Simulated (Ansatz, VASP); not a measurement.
**One calculation of RbBr, two programs**

Contents of POSCAR:

```
RbBr
1.0
    0.0000000000      3.3246750000      3.5303250000
    3.3246750000      0.0000000000      3.5303250000
    3.3246750000      3.3246750000      0.0000000000
Rb Br
1 1
Direct
    0.0000000000      0.0000000000      0.0000000000
    0.5000000000      0.5000000000      0.5000000000
```

The input INCAR.step1:

```
  PREC = Accurate
  ENCUT = 520
  ISMEAR = 0
  SIGMA = 0.05
  LREAL = False
  LASPH = True
  NELM = 60
  NBANDS = 15
  GGA = PE
  ALGO = Normal
  EDIFF = 1E-4
  LWAVE = True
  LCHARG = False
```

File INCAR.step2:

```
  PREC = Accurate
  ENCUT = 520
  EDIFF = 1E-6
  ISMEAR = 0
  SIGMA = 0.05
  LREAL = False
  LASPH = True
  NELM = 60
  ALGO = Normal
  ISIF = 2
  LWAVE = False
  LCHARG = False
  METAGGA = R2SCAN
  LMIXTAU = True
  NBANDS = 15
  ISTART = 1
```

Contents of KPOINTS:

```
regular mesh
0
Gamma
  6 6 6
```

Input for Ansatz:

```yaml
crystal:
  lattice:
    - [0.0, 3.324675, 3.530325]
    - [3.324675, 0.0, 3.530325]
    - [3.324675, 3.324675, 0.0]
  atoms:
    - { symbol: Rb, position: [0.0, 0.0, 0.0] }
    - { symbol: Br, position: [0.5, 0.5, 0.5] }
basis:
  ecutwfc: 500
kpoints:
  mp_grid: { grid: [6, 6, 6] }
hamiltonian:
  xc: r2scan
scf:
  occupations: { method: gaussian, width: 0.05 }
output:
  forces: true
  stress: true
  eigenvalues: true
```

Change from the starting cell: strain -0.030 along x and y, +0.030 along z, atoms carried along.

Alike in both runs: task single point; functional r2SCAN; k mesh 6 × 6 × 6; occupations gaussian, width 0.05 eV; no spin polarisation.

```csv
,VASP,Ansatz
version,VASP 6.6.1,Ansatz 0.2.0
potentials or method,"VASP PAW PBE potentials, release 64 (Rb_sv, Br), cutoff 520 eV","scalar-relativistic, plane waves, PAW"
valence electrons in the cell,16,16
```

```tsv
	VASP	Ansatz	Ansatz less VASP
gap on the k mesh at the Fermi level (eV)	5.01	5.01	+0.001
least direct gap on the mesh (eV)	5.01	5.01	+0.001
pressure (GPa)	1.2	1.2	-0.02
traceless stress, the component that is largest in VASP (GPa)	-1.54	-1.52	+0.013
```

VASP's potentials were made for PBE, not for r2SCAN.
